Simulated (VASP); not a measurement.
# GaP (I-4m2) in VASP: a series of runs

GaP is run at these levels: PBE; tasks: electric field gradients.

Program: VASP 6.6.1. These are calculated values, not measurements. Logs are shortened: lines on timing, memory, paths and dates and some standing lists are left out, and cuts for length are marked.

## (1) The cell of the first run

The structure is tetragonal, space group I-4m2 (No. 119). Conventional cell: a = 3.854 Å, b = 3.854 Å, c = 5.341 Å, α = 90.00°, β = 90.00°, γ = 90.00°. Ga (site symmetry -4m2) has 4 P at 2.34 Å within 3.1 Å. P (site symmetry -4m2) has 4 Ga at 2.34 Å within 3.1 Å.

## (2) Electric field gradients, PBE (zz strain of -2 %)

INCAR

```
PREC     = Accurate       # precision mode
ENCUT    = 520            # plane-wave cutoff, eV
EDIFF    = 1E-8           # SCF threshold, eV
ISMEAR   = -1             # smearing method
SIGMA    = 0.05           # smearing width, eV
LREAL    = False          # projectors in reciprocal space
LASPH    = True           # aspherical terms in the spheres
NELM     = 100            # most SCF steps
ALGO     = Normal         # electronic algorithm
ISIF     = 2              # what is computed and relaxed
LWAVE    = False          # write WAVECAR
LCHARG   = False          # write CHGCAR
GGA      = PE             # functional
LEFG     = True         
NBANDS   = 16             # bands
```

KPOINTS

```
Automatic mesh
0
Gamma
  10 10 10
```

POSCAR

```
GaP
1.0
    0.0000000000      2.7252500000      2.6707450000
    2.7252500000      0.0000000000      2.6707450000
    2.7252500000      2.7252500000      0.0000000000
Ga P
1 1
Direct
    0.0000000000      0.0000000000      0.0000000000
    0.7500000000      0.7500000000      0.7500000000
```

Potentials or basis: VASP PAW PBE potentials, release 64 (Ga_d, P).

Started as:

```sh
$ cat potpaw_PBE.64/Ga_d/POTCAR potpaw_PBE.64/P/POTCAR > POTCAR
$ mpirun -np 1 vasp_std > vasp.out
```

OUTCAR:

```text
PREC = Accurate
   ENCUT = 520
   EDIFF = 1E-8
   ISMEAR = -1
   LREAL = False
   LASPH = True
   NELM = 100
   ISIF = 2
   GGA = PE

 ion  position               nearest neighbor table
   1  0.000  0.000  0.000-   2 2.34   2 2.34   2 2.34   2 2.34
   2  0.750  0.750  0.750-   1 2.34   1 2.34   1 2.34   1 2.34

  LATTYP: Found a body centered tetragonal cell.
 ALAT       =     3.8540855109
 C/A-ratio  =     1.3859292911

  Lattice vectors:

 A1 = (   0.0000000000,  -2.7252500000,  -2.6707450000)
 A2 = (   0.0000000000,   2.7252500000,  -2.6707450000)
 A3 = (   2.7252500000,   0.0000000000,   2.6707450000)

Analysis of symmetry for initial positions (statically):
=====================================================================
 Subroutine PRICEL returns:
 Original cell was already a primitive cell.

 Routine SETGRP: Setting up the symmetry group for a
 body centered tetragonal supercell.

 Subroutine GETGRP returns: Found  8 space group operations
 (whereof  8 operations were pure point group operations)
 out of a pool of 16 trial point group operations.

The static configuration has the point symmetry D_2d.

Analysis of symmetry for dynamics (positions and initial velocities):
=====================================================================
 Subroutine PRICEL returns:
 Original cell was already a primitive cell.

 Routine SETGRP: Setting up the symmetry group for a
 body centered tetragonal supercell.

 Subroutine GETGRP returns: Found  8 space group operations
 (whereof  8 operations were pure point group operations)
 out of a pool of 16 trial point group operations.

The dynamic configuration has the point symmetry D_2d.

 Subroutine INISYM returns: Found  8 space group operations
 (whereof  8 operations are pure point group operations),
 and found     1 'primitive' translations

----------------------------------------------------------------------------------------

                                     Primitive cell

  volume of cell :      39.6712

  direct lattice vectors                    reciprocal lattice vectors
     0.000000000  2.725250000  2.670745000    -0.183469406  0.183469406  0.187213680
     2.725250000  0.000000000  2.670745000     0.183469406 -0.183469406  0.187213680
     2.725250000  2.725250000  0.000000000     0.183469406  0.183469406 -0.187213680

  length of vectors
     3.815739302  3.815739302  3.854085511     0.319954697  0.319954697  0.319954697

  position of ions in fractional coordinates (direct lattice)
     0.000000000  0.000000000  0.000000000
     0.750000000  0.750000000  0.750000000

  ion indices of the primitive-cell ions
   primitive index   ion index
                 1           1
                 2           2

----------------------------------------------------------------------------------------

 KPOINTS: Automatic mesh

Automatic generation of k-mesh.
 Grid dimensions read from file:
 generate k-points for:   10   10   10

 Generating k-lattice:

  Cartesian coordinates                     Fractional coordinates (reciprocal lattice)
    -0.018346941  0.018346941  0.018721368     0.100000000 -0.000000000  0.000000000
     0.018346941 -0.018346941  0.018721368    -0.000000000  0.100000000  0.000000000
     0.018346941  0.018346941 -0.018721368     0.000000000  0.000000000  0.100000000

  Length of vectors
     0.031995470  0.031995470  0.031995470

  Shift w.r.t. Gamma in fractional coordinates (k-lattice)
     0.000000000  0.000000000  0.000000000

 Subroutine IBZKPT returns following result:
 ===========================================

 Found    102 irreducible k-points:

 Following reciprocal coordinates:
            Coordinates               Weight
  0.000000  0.000000  0.000000      1.000000
  0.100000  0.000000  0.000000      8.000000
  0.200000  0.000000  0.000000      8.000000
  0.300000  0.000000  0.000000      8.000000
  0.400000  0.000000  0.000000      8.000000
  0.500000  0.000000  0.000000      4.000000
[... 16 lines left out ...]
  0.300000  0.300000  0.000000      2.000000
  0.400000  0.300000  0.000000      8.000000
 [... further k-points ...]
   k-points           NKPTS =    102   k-points in BZ     NKDIM =    102   number of bands    NBANDS=     16
   number of dos      NEDOS =    301   number of ions     NIONS =      2
   total plane-waves  NPLWV =  23520
   dimension x,y,z NGX =    28 NGY =   28 NGZ =   30
   dimension x,y,z NGXF=    56 NGYF=   56 NGZF=   60
   ions per type =               1   1
   NGX,Y,Z   is equivalent  to a cutoff of  12.20, 12.20, 12.94 a.u.
   NGXF,Y,Z  is equivalent  to a cutoff of  24.40, 24.40, 25.88 a.u.
 SYSTEM =  unknown system
   PREC   = accura    normal or accurate (medium, high low for compatibility)
   ISTART =      0    job   : 0-new  1-cont  2-samecut
   ICHARG =      2    charge: 1-file 2-atom 10-const
   ISPIN  =      1    spin polarized calculation?
   LNONCOLLINEAR =      F non collinear calculations
   LSORBIT =      F    spin-orbit coupling
   LASPH  =      T    aspherical Exc in radial PAW
   ENCUT  =  520.0 eV  38.22 Ry    6.18 a.u.   7.09  7.09  7.17*2*pi/ulx,y,z
   NELM   =    100;   NELMIN=  2; NELMDL= -5     # of ELM steps
   EDIFF  = 0.1E-07   stopping-criterion for ELM
   LREAL  =      F    real-space projection
   EDIFFG = 0.1E-06   stopping-criterion for IOM
   NSW    =      0    number of steps for IOM
   IBRION =     -1    ionic relax: 0-MD 1-quasi-New 2-CG
   NFREE  =      0    steps in history (QN), initial steepest desc. (CG)
   ISIF   =      2    stress and relaxation
   ISYM   =      2    0-nonsym 1-usesym 2-fastsym
   POTIM  = 0.5000    time-step for ionic-motion
   TEBEG  =    0.0;   TEEND  =   0.0 temperature during run
   PSTRESS=    0.0 pullay stress
   NELECT =      18.0000    total number of electrons
   NUPDOWN=      -1.0000    fix difference up-down
   EMIN   =  10.00;   EMAX   =-10.00  energy-range for DOS
   EFERMI =   0.00;   METHOD = LEGACY
   ISMEAR =    -1;   SIGMA  =   0.05  broadening in eV -4-tet -1-fermi 0-gaus
   EFERMI_NEDOS =   21; number of points for ismear=-14 and -15
   IALGO  =     38    algorithm
   IMIX   =      4    mixing-type and parameters
     AMIX     =   0.40;   BMIX     =  1.00
     AMIX_MAG =   1.60;   BMIX_MAG =  1.00
  volume/ion in A,a.u.               =      19.84       133.86
  Fermi-wavevector in a.u.,A,eV,Ry     =   1.257981  2.377239 21.531428  1.582515
  Thomas-Fermi vector in A             =   2.391613
   LORBIT       =      0    0 simple, 1 ext, 2 COOP (PROOUT), +10 PAW based schemes
   GGA     = PE    functional components
   LHFCALC =     F    Hartree Fock is set to
   AEXX    =    0.0000 exact exchange contribution
   IVDW    =     0    specifies the selected vdW correction
   LEPSILON=     F    determine dielectric tensor
   LRPA    =     F    only Hartree local field effects (RPA)
 non-spin polarized calculation
  energy-cutoff  :      520.00
  volume of cell :       39.67
 maximum number of plane-waves:      1086
   NGX = 15   NGY = 15   NGZ = 15

 number of electron      17.9999996 magnetization

 Free energy of the ion-electron system (eV)
  ---------------------------------------------------
  ext. energy  EPLUGINS =         0.00000000
  ---------------------------------------------------
  free energy    TOTEN  =        -9.09856750 eV

  energy without entropy =       -9.09856749  energy(sigma->0) =       -9.09856749

 E-fermi :   5.6089     XC(G=0):  -9.9262

 val. band max:        4.9340357927   @ k =   0.0000   0.0000   0.0000
 cond. band min:       6.3088719741   @ k =   0.4000   0.4000   0.0000
 fundamental gap:      1.3748361814
 Fermi energy:         5.6089123789

 k-point     1 :       0.0000    0.0000    0.0000
  band No.  band energies     occupation
      1      -9.7279      2.00000
      2      -9.7279      2.00000
      3      -9.7217      2.00000
      4      -9.6215      2.00000
      5      -9.6184      2.00000
      6      -7.7846      2.00000
[... 8 lines left out ...]
     15      14.4919      0.00000
     16      14.8536      0.00000
[... 419 lines left out ...]
 k-point    24 :       0.4000    0.3000    0.0000
  band No.  band energies     occupation
      1      -9.8285      2.00000
      2      -9.6757      2.00000
      3      -9.6737      2.00000
      4      -9.6502      2.00000
      5      -9.5994      2.00000
      6      -5.7108      2.00000
[... 8 lines left out ...]
     15      16.6388      0.00000
     16      18.8590      0.00000

 [... further k-points ...]

------------------------ aborting loop because EDIFF is reached ----------------------------------------

  FORCE on cell =-STRESS in cart. coord.  units (eV):
  Direction    XX          YY          ZZ          XY          YZ          ZX
  --------------------------------------------------------------------------------------
  -------------------------------------------------------------------------------------
  Total        0.9493039      0.9493039      1.3032897      0.0000000      0.0000000      0.0000000
  in kB       38.3389968     38.3389968     52.6352197      0.0000000      0.0000000      0.0000000
  external PRESSURE =      43.1044044 kB  Pullay stress =       0.0000000 kB

 VOLUME and BASIS-vectors are now :
 -----------------------------------------------------------------------------
  energy-cutoff  :      520.00
  volume of cell :       39.67
      direct lattice vectors                 reciprocal lattice vectors
     0.000000000  2.725250000  2.670745000    -0.183469406  0.183469406  0.187213680
     2.725250000  0.000000000  2.670745000     0.183469406 -0.183469406  0.187213680
     2.725250000  2.725250000  0.000000000     0.183469406  0.183469406 -0.187213680

 POSITION                                       TOTAL-FORCE (eV/Angst)
 -----------------------------------------------------------------------------------
      0.00000      0.00000      0.00000        -0.000000     -0.000000      0.000000
      4.08788      4.08788      4.00612         0.000000      0.000000      0.000000
 -----------------------------------------------------------------------------------
    total drift:                               -0.000000     -0.000000     -0.000009

  FREE ENERGIE OF THE ION-ELECTRON SYSTEM (eV)
  ---------------------------------------------------
  free  energy   TOTEN  =        -9.0985674973 eV

  energy  without entropy=       -9.0985674907  energy(sigma->0) =       -9.09856749

 Electric field gradients (V/A^2)
---------------------------------------------------------------------
 ion       V_xx      V_yy      V_zz      V_xy      V_xz      V_yz
---------------------------------------------------------------------
   1      -1.777    -1.777     3.553    -0.005     0.002     0.002
   2       1.183     1.183    -2.366    -0.000     0.000     0.000
---------------------------------------------------------------------

 Electric field gradients after diagonalization (V/A^2)
 (convention: |V_zz| > |V_xx| > |V_yy|)
----------------------------------------------------------------------
 ion       V_xx      V_yy      V_zz     asymmetry (V_yy - V_xx)/ V_zz
----------------------------------------------------------------------
   1      -1.781    -1.772     3.553       0.003
   2       1.183     1.183    -2.366       0.000
----------------------------------------------------------------------

           NMR quadrupolar parameters

 Cq : quadrupolar parameter    Cq=e*Q*V_zz/h
 eta: asymmetry parameters     (V_yy - V_xx)/ V_zz
 Q  : nuclear electric quadrupole moment in mb (millibarn)
----------------------------------------------------------------------
 ion       Cq(MHz)       eta       Q (mb)
----------------------------------------------------------------------
   1       0.009       0.003       1.000
   2      -0.006       0.000       1.000
----------------------------------------------------------------------
```

Run time: 89 s. Hardware: 1 thread of Intel Xeon 8259CL, shared host; peak memory 0.2 GiB.

Results:

- Free energy: -9.0986 eV
- Pressure: 4.3 GPa
- Band gap on the k mesh: 1.37 eV (least direct gap 1.92 eV)
- Largest electric field gradient by atom: Ga +3.6; P -2.4 V/Å²

Stress tensor (GPa, compression positive):
```
3.83 0.00 0.00
0.00 3.83 0.00
0.00 0.00 5.26
```

Electric field gradients, principal values (V/Å²):
```csv
atom,least,middle,greatest (by size)
1 Ga,-1.772,-1.781,3.553
2 P,1.183,1.183,-2.366
```

Caveat: the cell differs from its parent crystal (zz strain of -2 %); the cell stands under pressure; without QUAD_EFG the Cq values of the log hold for a quadrupole moment of 1 mb, not for the nuclei. A k mesh can miss the band edges.

[end of part 1 of 2]
